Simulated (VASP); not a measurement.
A run of VASP 6.6.1 is set up as follows.

The input INCAR:

```
ALGO = Normal ; EDIFF = 1E-6
ENCUT = 600 ; GGA = PE
GGA_COMPAT = F ; ISIF = 2
ISMEAR = 0 ; LASPH = T
LCHARG = T ; LELF = T
LREAL = F ; LVHAR = T
LWAVE = F ; NBANDS = 11
NELM = 120 ; PREC = Accurate
SIGMA = 0.01
```

File KPOINTS:

```
k-points
0
Gamma
  4 4 4
```

POSCAR

```
BeTe
1.0
    0.0000000000      2.8286236255      2.7437649167
    2.8286236255      0.0000000000      2.7437649167
    2.8286236255      2.8286236255      0.0000000000
Be Te
1 1
Direct
    0.0000000000      0.0000000000      0.0000000000
    0.2500000000      0.2500000000      0.2500000000
```

Potentials or basis: VASP PAW PBE potentials, release 64 (Be, Te).

Run with:

```bash
$ cat potpaw_PBE.64/Be/POTCAR potpaw_PBE.64/Te/POTCAR > POTCAR
$ mpirun -np 1 vasp_std > vasp.out
```

Task: Estimate the pressure.

Result: 2.7 GPa.

Task: Predict the band gap on the k mesh.

Result: 1.68 eV, indirect (least direct gap 3.44 eV).

Stress tensor (GPa, compression positive):
```
2.08 0.00 0.00
0.00 2.08 0.00
0.00 0.00 3.85
```

Caveat: the k points lie up to 0.49 Å⁻¹ apart; the cell differs from its parent crystal (uniaxial z strain -3.0%); spin-orbit coupling is left out, which moves the levels of the heavy elements. A k mesh can miss the band edges.
